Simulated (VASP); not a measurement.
The system is ZnSe.

```
CELL_PARAMETERS angstrom
0.00000 2.77379 2.77379
2.77379 0.00000 2.77379
2.77379 2.77379 0.00000
ATOMIC_POSITIONS crystal
Zn 0.00000 0.00000 0.00000
Se 0.25000 0.25000 0.25000
```

This cell differs from its parent crystal: strain -2.1%.

Base run:

```yaml
Program: VASP 6.6.1
Functional: r2SCAN
Potentials_or_basis: VASP PAW PBE potentials, release 64 (Zn, Se)
Cutoff: 520 eV
k_mesh: 8 × 8 × 8
Occupations: gaussian, width 0.01 eV
Spin: no spin polarisation
```

Its results: band gap on the k mesh 2.15 eV; pressure 4.9 GPa.

Question: The run is repeated on the same cell with these changes: functional from r2SCAN to PBE; k mesh from 8 × 8 × 8 to 4 × 4 × 4. What comes out?

Answer: Band gap on the k mesh 1.55 eV; pressure 7.7 GPa.

Several settings changed at once.

Caveats: some runs use coarse meshes; the cell stands under pressure (at least some runs); the PAW data sets were made with another functional, which shifts forces and pressure a little (at least some runs).

